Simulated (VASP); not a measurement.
# TeW (F-43m) in VASP: further runs

Runs on TeW. Level: PBE. Tasks: single point.

Program: VASP 6.6.1. These are calculated values, not measurements. Logs are shortened: lines on timing, memory, paths and dates and some standing lists are left out, and cuts for length are marked.

## Step 1: The cell of the first run

It takes space group F-43m (No. 216, cubic). Conventional cell: a = 6.124 Å, b = 6.124 Å, c = 6.124 Å, α = 90.00°, β = 90.00°, γ = 90.00°. Within 3.5 Å of W (site symmetry -43m) lie 4 Te at 2.65 Å. Within 3.5 Å of Te (site symmetry -43m) lie 4 W at 2.65 Å.

## Step 2: Single point, PBE, collinear spin

The input, INCAR:

```
SYSTEM = TeW
PREC     = Accurate       ! precision mode
ENCUT    = 520            ! plane-wave cutoff, eV
EDIFF    = 1E-7           ! SCF threshold, eV
ISMEAR   = 0              ! smearing method
SIGMA    = 0.1            ! smearing width, eV
LREAL    = .FALSE.        ! projectors in reciprocal space
LASPH    = .TRUE.         ! aspherical terms in the spheres
NELM     = 150            ! most SCF steps
ALGO     = Normal         ! electronic algorithm
ISIF     = 2              ! what is computed and relaxed
LWAVE    = .FALSE.        ! write WAVECAR
LCHARG   = .FALSE.        ! write CHGCAR
ISPIN    = 2              ! spin polarisation
MAGMOM   = 1.46 -0.02     ! initial moments
LORBIT   = 11             ! projections on sites
NUPDOWN  = 2.0            ! fixed moment
LMAXMIX  = 4              ! l up to which the mixer works
GGA      = PE             ! functional
NBANDS   = 21             ! bands
```

The input, KPOINTS:

```
regular mesh
0
G
  12 12 12
  0 0 0
```

The input, POSCAR:

```
TeW
1.0
    0.0000000000      3.0618296945      3.0618296945
    3.0618296945      0.0000000000      3.0618296945
    3.0618296945      3.0618296945      0.0000000000
W Te
1 1
Direct
    0.0000000000      0.0000000000      0.0000000000
    0.2500000000      0.2500000000      0.2500000000
```

Potentials or basis: VASP PAW PBE potentials, release 64 (W_sv, Te).

The run is started by

```
$ cat potpaw_PBE.64/W_sv/POTCAR potpaw_PBE.64/Te/POTCAR > POTCAR
$ mpirun -np 1 vasp_std > vasp.out
```

OUTCAR:

```text
SYSTEM = TeW
   PREC = Accurate
   ENCUT = 520
   EDIFF = 1E-7
   ISMEAR = 0
   LREAL = .FALSE.
   LASPH = .TRUE.
   NELM = 150
   ISIF = 2
   ISPIN = 2
   LORBIT = 11
   NUPDOWN = 2.0
   GGA = PE

 ion  position               nearest neighbor table
   1  0.000  0.000  0.000-   2 2.65   2 2.65   2 2.65   2 2.65
   2  0.250  0.250  0.250-   1 2.65   1 2.65   1 2.65   1 2.65

  LATTYP: Found a face centered cubic cell.
 ALAT       =     6.1236593890

  Lattice vectors:

 A1 = (   0.0000000000,   3.0618296945,   3.0618296945)
 A2 = (   3.0618296945,   0.0000000000,   3.0618296945)
 A3 = (   3.0618296945,   3.0618296945,   0.0000000000)

Analysis of symmetry for initial positions (statically):
=====================================================================
 Subroutine PRICEL returns:
 Original cell was already a primitive cell.

 Routine SETGRP: Setting up the symmetry group for a
 face centered cubic supercell.

 Subroutine GETGRP returns: Found 24 space group operations
 (whereof 24 operations were pure point group operations)
 out of a pool of 48 trial point group operations.

The static configuration has the point symmetry T_d .

Analysis of symmetry for dynamics (positions and initial velocities):
=====================================================================
 Subroutine PRICEL returns:
 Original cell was already a primitive cell.

 Routine SETGRP: Setting up the symmetry group for a
 face centered cubic supercell.

 Subroutine GETGRP returns: Found 24 space group operations
 (whereof 24 operations were pure point group operations)
 out of a pool of 48 trial point group operations.

The dynamic configuration has the point symmetry T_d .

Analysis of structural, dynamic, and magnetic symmetry:
=====================================================================
 Subroutine PRICEL returns:
 Original cell was already a primitive cell.

 Routine SETGRP: Setting up the symmetry group for a
 face centered cubic supercell.

 Subroutine GETGRP returns: Found 24 space group operations
 (whereof 24 operations were pure point group operations)
 out of a pool of 48 trial point group operations.

The overall configuration has the point symmetry T_d .

 Subroutine INISYM returns: Found 24 space group operations
 (whereof 24 operations are pure point group operations),
 and found     1 'primitive' translations

----------------------------------------------------------------------------------------

                                     Primitive cell

  volume of cell :      57.4081

  direct lattice vectors                    reciprocal lattice vectors
     0.000000000  3.061829695  3.061829695    -0.163301049  0.163301049  0.163301049
[... 106 lines left out ...]
     AMIX_MAG =   1.60;   BMIX_MAG =  1.00
  volume/ion in A,a.u.               =      28.70       193.70
  Fermi-wavevector in a.u.,A,eV,Ry     =   1.151933  2.176837 18.054239  1.326949
  Thomas-Fermi vector in A             =   2.288587
   LORBIT       =     11    0 simple, 1 ext, 2 COOP (PROOUT), +10 PAW based schemes
   GGA     = PE    functional components
   LHFCALC =     F    Hartree Fock is set to
   AEXX    =    0.0000 exact exchange contribution
   IVDW    =     0    specifies the selected vdW correction
   LEPSILON=     F    determine dielectric tensor
   LRPA    =     F    only Hartree local field effects (RPA)
 spin polarized calculation
 Gauss-broadening in eV      SIGMA  =   0.10
  energy-cutoff  :      520.00
  volume of cell :       57.41
 maximum number of plane-waves:      1572
   NGX = 17   NGY = 17   NGZ = 17

 number of electron      20.0000001 magnetization       1.9998479

 Free energy of the ion-electron system (eV)
  ---------------------------------------------------
  ext. energy  EPLUGINS =         0.00000000
  ---------------------------------------------------
  free energy    TOTEN  =       -13.11412820 eV

  energy without entropy =      -13.09858552  energy(sigma->0) =      -13.10635686

 E-fermi :   6.3635     XC(G=0):  -9.8271

 val. band max:        6.8588358273   @ k =  -0.4167   0.4167   0.0000
 cond. band min:       6.3675527369   @ k =  -0.4167   0.4167   0.0833
 fundamental gap:     -0.4912830904
 Fermi energy:         6.8678798037

 spin component 1

 k-point     1 :       0.0000    0.0000    0.0000
  band No.  band energies     occupation
      1     -67.9310      1.00000
      2     -32.3096      1.00000
      3     -32.3096      1.00000
      4     -32.3096      1.00000
      5      -6.6875      1.00000
      6       1.9951      1.00000
[... 565 lines left out ...]
     20      17.2699      0.00000
     21      19.9242      0.00000

 [... further k-points ...]

 spin component 2

 k-point     1 :       0.0000    0.0000    0.0000
  band No.  band energies     occupation
      1     -67.2496      1.00000
      2     -31.3843      1.00000
      3     -31.3843      1.00000
      4     -31.3843      1.00000
      5      -6.5492      1.00000
      6       2.4232      1.00000
[... 565 lines left out ...]
     20      17.7415      0.00000
     21      20.2430      0.00000

 [... further k-points ...]
[... 5 lines left out ...]
  --------------------------------------------------------------------------------------
  -------------------------------------------------------------------------------------
  Total        0.5264156      0.5264156      0.5264156      0.0000000      0.0000000      0.0000000
  in kB       14.6915044     14.6915044     14.6915044      0.0000000      0.0000000      0.0000000
  external PRESSURE =      14.6915044 kB  Pullay stress =       0.0000000 kB

 VOLUME and BASIS-vectors are now :
 -----------------------------------------------------------------------------
  energy-cutoff  :      520.00
  volume of cell :       57.41
      direct lattice vectors                 reciprocal lattice vectors
     0.000000000  3.061829695  3.061829695    -0.163301049  0.163301049  0.163301049
     3.061829695  0.000000000  3.061829695     0.163301049 -0.163301049  0.163301049
     3.061829695  3.061829695  0.000000000     0.163301049  0.163301049 -0.163301049

 POSITION                                       TOTAL-FORCE (eV/Angst)
 -----------------------------------------------------------------------------------
      0.00000      0.00000      0.00000         0.000000      0.000000      0.000000
      1.53091      1.53091      1.53091        -0.000000     -0.000000     -0.000000
 -----------------------------------------------------------------------------------
    total drift:                               -0.000000     -0.000000     -0.000000

  FREE ENERGIE OF THE ION-ELECTRON SYSTEM (eV)
  ---------------------------------------------------
  free  energy   TOTEN  =       -13.1141282030 eV

  energy  without entropy=      -13.0985855219  energy(sigma->0) =      -13.10635686

 total charge

# of ion       s       p       d       tot
------------------------------------------
    1        2.331   6.137   3.486  11.954
    2        1.323   2.060   0.129   3.512
--------------------------------------------------
tot          3.654   8.197   3.615  15.467

 magnetization (x)

# of ion       s       p       d       tot
------------------------------------------
    1        0.062   0.025   1.450   1.537
    2       -0.010  -0.068   0.041  -0.037
--------------------------------------------------
tot          0.052  -0.043   1.492   1.500
```

stdout:

```text
POSCAR found type information on POSCAR W Te
 POSCAR found :  2 types and       2 ions
 scaLAPACK will be used
 LDA part: xc-table for (Slater+PW92), standard interpolation
 POSCAR, INCAR and KPOINTS ok, starting setup
 FFT: planning ... GRIDC
 FFT: planning ... GRID_SOFT
 FFT: planning ... GRID
 WAVECAR not read
 entering main loop
```

Wall time 3.3 min (1 thread of Intel Xeon 8259CL, shared host); peak memory 0.29 GiB.

What came out:

| Property | Result |
| --- | --- |
| Free energy | -13.1141 eV |
| Pressure | 1.5 GPa |
| Net moment | 2.00 μB per cell |
| Site moments | W +1.54; Te -0.04 μB |
| Valence electrons inside the program's atomic spheres | W 11.95; Te 3.51 |

Caveat: spin-orbit coupling is left out, which moves the levels of the heavy elements; the total moment is fixed, so each spin has its own Fermi level and the state may be an excited one.

[end of part 1 of 2]
